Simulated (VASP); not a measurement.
Se, 3 atoms in the cell. It takes space group P3_121 (No. 152, trigonal). Conventional cell: a = 4.325 Å, b = 4.325 Å, c = 5.020 Å, α = 90.00°, β = 90.00°, γ = 120.00°. Within 3.1 Å of Se (site symmetry 2) lie 2 Se at 2.38 Å. 

```yaml
Program: VASP 6.6.1
Task: single point
Functional: r2SCAN
Dispersion: D3(BJ)
Potentials_or_basis: VASP PAW PBE potentials, release 64 (Se)
Cutoff: 520 eV
k_mesh: 9 × 9 × 6
Occupations: gaussian, width 0.02 eV
Spin: no spin polarisation
Dipole_correction: no
Further_INCAR_settings: ALGO = Normal; EDIFF = 1e-07; NBANDS = 16
```

Potentials or basis: VASP PAW PBE potentials, release 64 (Se).

Command:

```console
$ cat potpaw_PBE.64/Se/POTCAR > POTCAR
$ cp INCAR.step1 INCAR
$ mpirun -np 1 vasp_std > vasp.out
$ cp INCAR.step2 INCAR
$ mpirun -np 1 vasp_std > vasp.out
```

Hardware: 1 thread of Intel(R) Xeon(R) 6975P-C (Granite Rapids), with other jobs on the host.

Problem. How long does it take, and how much memory?

Solution. Run time: 2.2 min on 1 thread of Intel(R) Xeon(R) 6975P-C (Granite Rapids) (shared host), peak memory 0.23 GiB. Counts: k points 62.
